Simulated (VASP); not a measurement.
Runs of VASP 6.6.1 on CsI. The structure is that of space group Pm-3m (No. 221), or close to it. The cells are those of the table. 

```tsv
cell	gap on the mesh (eV)	pressure (GPa)
a = 4.582 Å, 2 atoms	4.56	0.3
a = 4.536 Å, 2 atoms	4.58	0.7
a = 4.627 Å, 2 atoms	4.45	-0.1
a = 4.489 Å, 2 atoms	4.52	(a)
a = 4.671 Å, 2 atoms	(b)	-0.4
```

Alike in all rows: task single point; level r2SCAN; potentials or basis VASP PAW PBE potentials, release 64 (Cs_sv, I); no spin polarisation; k mesh 4 × 4 × 4; cutoff (eV) 550; smearing gaussian 0.01 eV.

Q: Fill in the values left out.

A: (a) 1.3; (b) 4.36.

Caveats: the PAW data sets were made with another functional, which shifts forces and pressure a little; spin-orbit coupling is left out, which moves the levels of the heavy elements.

A k mesh can miss the band edges, and the runs leave out spin-orbit coupling on Cs, I.
